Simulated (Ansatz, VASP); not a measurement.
# Zn: VASP beside Ansatz

Contents of INCAR:

```
SYSTEM = Zn
ALGO = Normal
EDIFF = 1E-6
ENCUT = 500
GGA = PS
GGA_COMPAT = .False.
ISIF = 2
ISMEAR = 0
LASPH = .True.
LCHARG = .False.
LREAL = .False.
LWAVE = .False.
NBANDS = 19
NELM = 120
PREC = Accurate
SIGMA = 0.1
```

The input KPOINTS:

```
k-points
0
Gamma
  6 6 4
  0 0 0
```

The input POSCAR:

```
Zn
1.0
    2.5894641455      0.0000000000      0.0000000000
   -1.2947320727      2.2425417322      0.0000000000
    0.0000000000      0.0000000000      4.9140459337
Zn
2
Direct
    0.3333333333      0.6666666667      0.2500000000
    0.6666666667      0.3333333333      0.7500000000
```

Input for Ansatz:

```yaml
crystal:
  lattice:
    - [2.5894641455, 0.0, 0.0]
    - [-1.2947320727, 2.2425417322, 0.0]
    - [0.0, 0.0, 4.9140459337]
  atoms:
    - { symbol: Zn, position: [0.3333333333, 0.6666666667, 0.25] }
    - { symbol: Zn, position: [0.6666666667, 0.3333333333, 0.75] }
basis:
  ecutwfc: 420
kpoints:
  mp_grid: { grid: [6, 6, 4] }
hamiltonian:
  xc: pbesol
  pseudopotentials: { kind: paw, azcp: { folder: soft_1 } }
scf:
  occupations: { method: gaussian, width: 0.1 }
output:
  forces: true
  stress: true
  eigenvalues: true
```

Alike in both runs: task single point; functional PBEsol; k mesh 6 × 6 × 4; occupations gaussian, width 0.1 eV; no spin polarisation.

```csv
,VASP,Ansatz
version,VASP 6.6.1,Ansatz 0.2.0
potentials or method,"VASP PAW PBE potentials, release 64 (Zn), cutoff 500 eV","scalar-relativistic, plane waves, PAW"
valence electrons in the cell,24,24
```

Ansatz gave:

* gap on the k mesh at the Fermi level (eV): none
* pressure (GPa): 0.5
* traceless stress, the component that is largest in VASP (GPa): 1.79

**Question.** What did VASP give for the same quantities?

**Answer.** gap on the k mesh at the Fermi level (eV): none; pressure (GPa): 1.0; traceless stress, the component that is largest in VASP (GPa): 1.60.

VASP's potentials were made for PBE, not for PBEsol, and Ansatz warns of the same on its side. A gap of «none» marks a metal or a gap that the smearing closes.

The k mesh is coarse, so the values compare programs but aren't converged.
